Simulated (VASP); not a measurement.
A run of VASP 6.6.1:

File INCAR:

```
SYSTEM = TiW3
  PREC = Accurate
  ENCUT = 520
  EDIFF = 1E-7
  ISMEAR = 0
  SIGMA = 0.2
  LREAL = .False.
  LASPH = .True.
  NELM = 60
  ALGO = Fast
  ISIF = 2
  LWAVE = .False.
  LCHARG = .True.
  GGA = PE
  LELF = .True.
  LVHAR = .True.
  NBANDS = 64
```

Contents of KPOINTS:

```
Automatic mesh
0
Gamma
  4 4 4
  0 0 0
```

File POSCAR:

```
TiW3
1.0
    5.0710198045     -0.0001334122      0.0001559448
   -0.0001369274      5.0711002294      0.0004940923
    0.0001603146      0.0005004899      5.0710950828
Ti W
2 6
Direct
    0.4999974517      0.5000033723      0.4999943119
    0.0000057551      0.0000005473      0.0000068421
    0.4999985862      0.2500017825     -0.0000049599
    0.5000013675      0.7499995907     -0.0000010676
    0.2500002044      0.0000067494      0.5000040019
    0.7499996903     -0.0000033910      0.5000039764
   -0.0000009202      0.4999980907      0.2499984034
   -0.0000021350      0.4999932581      0.7499984917
```

Potentials or basis: VASP PAW PBE potentials, release 64 (Ti_sv, W_sv).

Run with:

```sh
$ cat potpaw_PBE.64/Ti_sv/POTCAR potpaw_PBE.64/W_sv/POTCAR > POTCAR
$ mpirun -np 1 vasp_std > vasp.out
```

Hardware: 1 thread of Intel(R) Xeon(R) Platinum 8259CL CPU @ 2.50GHz (Skylake/Cascade Lake), with other jobs on the host.

Question: Estimate the wall time of this run.

Answer: Run time: 19 min on 1 thread of Intel(R) Xeon(R) Platinum 8259CL CPU @ 2.50GHz (Skylake/Cascade Lake) (shared host), peak memory 0.39 GiB. Counts: scf iterations 46, k points 36.
